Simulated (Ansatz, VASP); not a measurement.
**Two plane-wave programs on Pb**

File INCAR:

```
SYSTEM = Pb
PREC = Accurate
ENCUT = 520
EDIFF = 1E-7
ISMEAR = -1
SIGMA = 0.1
LREAL = .FALSE.
LASPH = .TRUE.
NELM = 80
ALGO = Normal
ISIF = 2
LWAVE = .FALSE.
LCHARG = .FALSE.
GGA = CA
NBANDS = 21
```

The input KPOINTS:

```
Automatic mesh
0
G
  12 12 7
  0 0 0
```

POSCAR

```
Pb
1.0
    3.5261344723      0.0000000000      0.0000000000
   -1.7630672362      3.0537220302      0.0000000000
    0.0000000000      0.0000000000      5.7900337272
Pb
2
Direct
    0.3333333333      0.6666666667      0.2500000000
    0.6666666667      0.3333333333      0.7500000000
```

Input for Ansatz:

```yaml
crystal:
  lattice:
    - [3.5261344723, 0.0, 0.0]
    - [-1.7630672362, 3.0537220302, 0.0]
    - [0.0, 0.0, 5.7900337272]
  atoms:
    - { symbol: Pb, position: [0.3333333333, 0.6666666667, 0.25] }
    - { symbol: Pb, position: [0.6666666667, 0.3333333333, 0.75] }
hamiltonian:
  xc: lda
  pseudopotentials:
    kind: paw
    azcp:
      Pb: "pseudopotentials/Pb.paw.azcp"
basis:
  ecutwfc: 420
  fft_grid_basis: typed
kpoints:
  mp_grid: { grid: [12, 12, 7], shift: [0, 0, 0] }
magnetization:
  spin_polarized: false
scf:
  occupations: { method: fermi_dirac, width: 0.1 }
  lower_state_search: "off"
output:
  stress: true
  write_density: true
  write_potential: true
  elf: true
  volumetric_format: npy
```

Alike in both runs: task single point; functional LDA; k mesh 12 × 12 × 7; occupations fermi-dirac, width 0.1 eV; no spin polarisation.

```csv
,VASP,Ansatz
version,VASP 6.6.1,Ansatz 0.2.0
potentials or method,"VASP PAW LDA potentials, release 64 (Pb_d), cutoff 520 eV","plane waves (420 eV) with PAW, scalar-relativistic"
valence electrons in the cell,28,28
```

|  | VASP | Ansatz | Ansatz less VASP |
| --- | --- | --- | --- |
| pressure (GPa) | -3.1 | -3.1 | -0.03 |
| traceless stress, the component that is largest in VASP (GPa) | 0.58 | 0.62 | +0.039 |

Ansatz warns that its potentials were made for another functional, while VASP's fit it. LDA's correlation is that of Perdew and Zunger in VASP and of Perdew and Wang (1992) in Ansatz.

Spin-orbit coupling is off throughout.
